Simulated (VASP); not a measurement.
# Hf2Ge3: single point with PBE

The system is Hf2Ge3.

```
Hf Ge
1.0
     5.88467    0.00000    0.00000
    -2.94234    5.09628    0.00000
     0.00000    0.00000    4.25386
Hf Ge
2 3
Direct
  0.33333 0.66667 0.50000
  0.66667 0.33333 0.50000
  0.50000 0.50000 0.00000
  0.50000 0.00000 0.00000
  0.00000 0.50000 0.00000
```

The cell was generated, and may not be a known phase.

```
Program                : VASP 6.6.1
Task                   : single point
Functional             : PBE
Potentials or basis    : VASP PAW PBE potentials, release 64 (Hf_pv, Ge_d)
Cutoff                 : 520 eV
k mesh                 : 6 × 6 × 10
Occupations            : gaussian, width 0.1 eV
Spin                   : no spin polarisation
Dipole correction      : no
Further INCAR settings : ALGO = Normal; EDIFF = 1e-06; NBANDS = 39
```

```
Pressure               : -0.2 GPa
Band gap on the k mesh : zero (bands 31 and 32 overlap by 1.16 eV)
```

Stress tensor (GPa, compression positive):
```
-0.13  0.00  0.00
 0.00 -0.13  0.00
 0.00  0.00 -0.30
```

Levels at points of the mesh, in eV from the Fermi level:
```tsv
k point	band 28	band 29	band 30	band 31	band 32	band 33	band 34	band 35
(0.00, 0.00, 0.00)	-2.19	-2.19	-1.85	-1.20	1.47	1.47	1.47	1.47
(0.50, 0.00, 0.00)	-1.96	-1.69	-1.60	-1.32	0.10	0.97	1.65	1.86
(0.00, 0.00, 0.50)	-2.88	-1.90	-1.90	0.45	0.45	0.54	0.89	2.98
(0.50, 0.00, 0.50)	-1.95	-1.36	-1.13	-0.23	0.51	0.95	0.99	1.13
```

Wall time 2.1 min on 1 thread of Intel(R) Xeon(R) 6975P-C (Granite Rapids), on a shared host, peak memory 0.35 GiB.

Caveat: spin-orbit coupling is left out, which moves the levels of the heavy elements.
